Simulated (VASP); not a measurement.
# H21O10F in VASP: a series of runs, part 2 of 2

VASP 6.6.1. The steps go on from the part before.

## 3. Single point, PBE+D3(BJ)

Input file INCAR:

```
ALGO = Normal ; EDIFF = 1E-6
ENCUT = 520 ; GGA = PE
ISIF = 2 ; ISMEAR = -1
IVDW = 12 ; LASPH = T
LCHARG = F ; LREAL = Auto
LWAVE = F ; NBANDS = 66
NELM = 80 ; PREC = Accurate
SIGMA = 0.05
```

Input file KPOINTS:

```
k-points
0
Gamma
  1 1 1
```

Input file POSCAR:

```
H21O10F
1.0
    6.9382320000      0.0000000000      0.0000000000
    0.0000000000      6.9382320000      0.0000000000
    0.0000000000      0.0000000000      6.9382320000
O H F
10 21 1
Direct
    0.0456888729     -0.0351530476      0.2112065437
    0.5678391844      0.3465003765      0.3977670392
    0.2899009431      0.1491013849      0.6729235921
    0.2526436130      0.4589497728      0.0904120819
    0.0232479975      0.2001374414      0.9143827995
    0.8593111329      0.8091975016      0.5663258306
    0.9562810814      0.5327437883      0.3107131615
    0.4772829735      0.5716009496      0.6962724798
    0.6009744269      0.0910462492      1.0341827716
    0.3315542057      0.8781343720      0.3999866248
    0.0802509919      0.0361187115      0.0874862645
   -0.0504307149     -0.1244409239      0.1713837185
    0.4902689907      0.3812931018      0.2813829229
    0.6033813802      0.2208487695      0.3695321805
    0.3072973057      0.2560738816      0.5850049407
    0.2864995002      0.0327028557      0.5889108349
    0.3172998539      0.5706496987      0.0166613051
    0.1484383918      0.5184461978      0.1770191599
    0.0654057114      0.3123850572      0.9861157713
    0.1110081070      0.1973989916      0.7993102566
    0.8514993445      0.7682648836      0.7021673533
    0.9202056086      0.9294010347      0.5898764988
    0.9472009584      0.6304776202      0.4097585667
    0.8265506256      0.4755678392      0.2981018796
    0.5293135196      0.4937857368      0.5937823930
    0.4137797641      0.6896569616      0.6334899150
    0.7266260338      0.0969699485      0.9681428929
    0.5197865969      0.1227546153      0.9250483408
    0.4492210696      0.8639664975      0.3218255025
    0.2021840723      0.8917113178      0.3199950650
    0.6290651567      0.6146810888      0.8268965350
    0.7652814146      0.6405234071      0.8996672351
```

Potentials or basis: VASP PAW PBE potentials, release 64 (O, H, F).

The run is started by

```sh
cat potpaw_PBE.64/O/POTCAR potpaw_PBE.64/H/POTCAR potpaw_PBE.64/F/POTCAR > POTCAR
mpirun -np 1 vasp_gam > vasp.out
```

It took 31 s on 1 thread of Intel Xeon Platinum 8488C (Sapphire Rapids), shared host; peak memory 0.36 GiB.

Results (log left out):

```
Free energy                : -154.9430 eV
Pressure                   : -0.2 GPa
Largest force              : 3.028 eV/Å
Band gap on the k mesh     : 4.49 eV
Dispersion energy per atom : -0.032 eV
```

Forces on the atoms (eV/Å):
```
O    0.567  0.758 -0.430
O   -1.079  2.777 -0.539
O    0.026 -0.308  0.066
O    0.920  2.232 -0.300
O   -0.855 -0.835 -0.277
O   -0.224 -0.483  0.497
O   -0.227 -0.754 -0.624
O   -1.154  2.380  0.995
O    0.633 -0.077 -0.348
O    0.304 -0.660  0.590
H   -0.433  0.215  0.394
H   -0.906 -0.962 -0.215
H    0.043 -0.010  0.449
H    0.854 -2.680 -0.438
H    0.242  0.151 -0.257
H    0.425  0.202 -0.339
H   -1.173 -1.807  1.058
H    0.501 -0.410 -0.463
H    0.350  0.580  0.167
H    0.063 -0.242  0.385
H   -0.472 -0.882  0.120
H    0.681  1.478 -0.556
H   -0.289  0.623  0.727
H    0.502  0.186  0.097
H    0.415 -0.781 -1.090
H    0.839 -1.334  0.334
H    0.175  0.100  0.569
H   -0.821  0.114 -0.114
H   -0.841  0.250  0.073
H    1.123  0.161 -0.191
H    1.232  0.143  0.169
F   -1.421 -0.123 -0.508
```

Stress tensor (GPa, compression positive):
```
-1.57  0.05 -0.93
 0.05  1.39  1.61
-0.93  1.61 -0.55
```

Levels at points of the mesh, in eV from the valence-band top:
```csv
k point,band 40,band 41,band 42,band 43,band 44,band 45,band 46,band 47,band 48,band 49
"(0.00, 0.00, 0.00)",-0.49,-0.28,-0.22,-0.17,0.00,4.49,7.26,7.59,7.90,8.01
```

Caveat: the k points lie up to 0.91 Å⁻¹ apart.

## 4. Single point, PBE+D3(BJ)

Input file INCAR:

```
ALGO = Normal ; EDIFF = 1E-6
ENCUT = 520 ; GGA = PE
ISIF = 2 ; ISMEAR = -1
IVDW = 12 ; LASPH = True
LCHARG = False ; LREAL = Auto
LWAVE = False ; NBANDS = 66
NELM = 60 ; PREC = Accurate
SIGMA = 0.05
```

KPOINTS is that of step 3.

Input file POSCAR:

```
H21O10F
1.0
    6.9382320000      0.0000000000      0.0000000000
    0.0000000000      6.9382320000      0.0000000000
    0.0000000000      0.0000000000      6.9382320000
O H F
10 21 1
Direct
    0.0134904685     -0.0489029482      0.2454515790
    0.5766022237      0.3739137002      0.3736686810
    0.3082773825      0.1712395896      0.6718426250
    0.2908521940      0.4653490976      0.0835947832
   -0.0045256486      0.1828131432      0.9359156627
    0.8852543415      0.7990364116      0.5779137971
    0.9557910430      0.5064546703      0.3449293711
    0.4537611311      0.5642791997      0.6884895172
    0.5846590313      0.1026486286      1.0599962642
    0.3961672080      0.8729601432      0.4355144077
    0.0241992485      0.0223688110      0.1235184987
   -0.0980941542     -0.1267181611      0.2121866205
    0.4648014076      0.4018603010      0.2989810661
    0.5876425003      0.2297271120      0.3606105994
    0.2598500598      0.2945995464      0.6118561616
    0.3400434001      0.0644256347      0.5823385554
    0.2914287098      0.5573898365     -0.0124239143
    0.1860128056      0.5293855841      0.1638746009
    0.0928910996      0.2772608353      0.9760411586
    0.0772675229      0.1180704249      0.8381674179
    0.8983124231      0.7945251759      0.7125734625
    0.9477198226      0.9166167981      0.5195415777
    0.9509194850      0.5970973585      0.4456610848
    0.8257290906      0.4691108628      0.3096177816
    0.4856280390      0.4706962811      0.5916636976
    0.3916703852      0.6721164700      0.6162665071
    0.7026862175      0.1310276163      0.9943887722
    0.4857721679      0.1345155365      0.9607346655
    0.5053304646      0.8172687221      0.3707861023
    0.2851158624      0.8895061451      0.3397119036
    0.6446743205      0.6178663383      0.7871601872
    0.7395111608      0.6515348579      0.9024345107
```

The run is started by

```sh
cat potpaw_PBE.64/O/POTCAR potpaw_PBE.64/H/POTCAR potpaw_PBE.64/F/POTCAR > POTCAR
mpirun -np 1 vasp_gam > vasp.out
```

Wall time 31 s (1 thread of Intel Xeon Platinum 8488C (Sapphire Rapids), shared host); peak memory 0.38 GiB.

The run converged. Its results:

* Free energy: -154.4642 eV
* Pressure: 0.0 GPa
* Largest force: 3.629 eV/Å
* Band gap on the k mesh: 4.19 eV
* Dispersion energy per atom: -0.032 eV

Forces on the atoms (eV/Å):
```
O    0.228 -0.384  0.072
O    0.897 -1.644  1.071
O   -0.693  0.793  0.396
O   -1.812 -0.778  3.046
O    0.736 -0.566 -0.455
O    0.388  1.221 -2.459
O    1.328 -1.622 -2.015
O   -0.578  1.576  1.039
O   -1.522 -0.185 -0.360
O   -1.941  0.251 -0.498
H    0.170  0.965 -0.248
H   -0.057 -0.578  0.309
H   -0.936  0.338 -1.450
H    0.011  1.355 -0.128
H    0.568 -1.820  0.228
H   -0.031  0.711 -0.312
H    0.922  1.758 -2.835
H    0.325 -1.221  0.068
H   -0.156  0.586  0.485
H   -0.338  0.177 -0.187
H   -0.003  0.083  2.009
H   -0.526 -1.074  0.646
H   -0.531  1.519  1.529
H   -0.374 -0.051  0.185
H    0.725 -1.058 -1.138
H    0.527 -0.186  0.182
H    1.016  0.280 -0.327
H    0.551 -0.151  0.665
H    0.426  0.044 -0.513
H    1.073 -0.355  0.785
H    0.453  0.370  1.751
F   -0.844 -0.355 -1.543
```

Stress tensor (GPa, compression positive):
```
-2.00  0.78 -1.81
 0.78  0.07  0.42
-1.81  0.42  2.02
```

Levels at points of the mesh, in eV from the valence-band top:
```
           k point  band 41  band 42  band 43  band 44  band 45  band 46  band 47  band 48
(0.00, 0.00, 0.00)    -0.80    -0.62    -0.10     0.00     4.19     7.01     7.27     7.38
```

Caveat: the k points lie up to 0.91 Å⁻¹ apart.

## 5. Single point, PBE+D3(BJ)

Input file INCAR:

```
  ALGO = Normal
  EDIFF = 1E-6
  ENCUT = 520
  GGA = PE
  ISIF = 2
  ISMEAR = -1
  IVDW = 12
  LASPH = T
  LCHARG = T
  LELF = T
  LREAL = Auto
  LVHAR = T
  LWAVE = F
  NBANDS = 66
  NELM = 60
  PREC = Accurate
  SIGMA = 0.05
```

KPOINTS is that of step 4.

Input file POSCAR:

```
H21O10F
1.0
    6.9382320000      0.0000000000      0.0000000000
    0.0000000000      6.9382320000      0.0000000000
    0.0000000000      0.0000000000      6.9382320000
O H F
10 21 1
Direct
    0.0418262174     -0.0507189728      0.2657305204
    0.5489006421      0.3485758332      0.3598755418
    0.3106555099      0.1520848539      0.7262945373
    0.3074558475      0.4884817919      0.0983679992
    0.0260729246      0.2102697056      0.9694256404
    0.9257545726      0.7868431035      0.5896170667
    0.9641793471      0.4863486836      0.3408649350
    0.4677128121      0.5539595678      0.6558443131
    0.5942724314      0.0969267099      1.0522277145
    0.4088793802      0.8793450551      0.4404724431
    0.0356719118      0.0174684271      0.1462620449
    0.0234065393     -0.1888089069      0.2399746794
    0.4872855217      0.4476068255      0.2778085253
    0.5806090082      0.2535804510      0.2598356469
    0.3313812510      0.2733405282      0.6564064159
    0.3657127637      0.0603035471      0.6304199687
    0.2431311031      0.5725377877     -0.0025078435
    0.2006851313      0.4826445700      0.1903366737
    0.0297914512      0.3208454258      1.0570704468
    0.1260551679      0.2125757686      0.8706396673
    0.8326905183      0.7870737098      0.7031906687
    0.9205947567      0.8993357386      0.5118595054
    0.9474892163      0.5649566057      0.4567013614
    0.8367981930      0.4209285593      0.3352727323
    0.5311007185      0.4762596581      0.5571592302
    0.4048437700      0.6631084115      0.6031219481
    0.7254009379      0.1258389745      1.0126499085
    0.4972736570      0.1483230886      0.9671051645
    0.4823563121      0.9182166293      0.3223731925
    0.2771167064      0.8977214945      0.3911803468
    0.5863453399      0.6239629923      0.7853009239
    0.6824216890      0.6675187569      0.8841157229
```

The run is started by

```sh
cat potpaw_PBE.64/O/POTCAR potpaw_PBE.64/H/POTCAR potpaw_PBE.64/F/POTCAR > POTCAR
mpirun -np 1 vasp_gam > vasp.out
```

It took 36 s on 1 thread of Intel Xeon Platinum 8488C (Sapphire Rapids), shared host; peak memory 0.36 GiB.

The run converged. Its results:

```
Free energy                : -155.0182 eV
Pressure                   : 0.7 GPa
Largest force              : 2.777 eV/Å
Band gap on the k mesh     : 4.75 eV
Dispersion energy per atom : -0.032 eV
```

Forces on the atoms (eV/Å):
```
O    0.300 -1.489  1.486
O    0.318  0.636 -0.091
O    0.656  0.288 -0.713
O   -1.232  1.354 -1.272
O   -1.572 -0.252  1.000
O   -0.586 -1.643  2.160
O   -0.546 -0.770 -0.441
O   -0.381 -1.246  1.482
O    0.205 -0.428  1.628
O    0.275  0.489 -0.994
H    0.052  0.955 -1.528
H   -0.246  0.392 -0.145
H   -0.013 -0.058 -0.061
H    0.013 -0.792 -0.322
H   -0.045  0.117  0.353
H   -0.312 -0.229  0.297
H    1.276 -0.816  0.862
H   -0.221 -0.183  0.653
H    0.323 -0.278 -0.635
H    0.501 -0.037 -0.161
H    0.857  0.127 -1.136
H   -0.276  1.206 -0.551
H    0.209  0.799  0.396
H    0.463  0.252 -0.179
H    0.162 -0.210 -0.712
H   -0.488  1.308 -1.369
H    0.046  0.161 -0.656
H   -0.130  0.312 -0.896
H   -0.086 -0.338  0.881
H   -0.455  0.146 -0.039
H   -0.173 -0.475 -0.117
F    1.106  0.701  0.823
```

Stress tensor (GPa, compression positive):
```
0.06 0.19 1.13
0.19 1.32 0.26
1.13 0.26 0.84
```

Levels at points of the mesh, in eV from the valence-band top:
```csv
k point,band 40,band 41,band 42,band 43,band 44,band 45,band 46,band 47,band 48,band 49
"(0.00, 0.00, 0.00)",-0.56,-0.41,-0.34,-0.28,0.00,4.75,7.40,7.91,8.15,8.33
```

Caveat: the k points lie up to 0.91 Å⁻¹ apart.
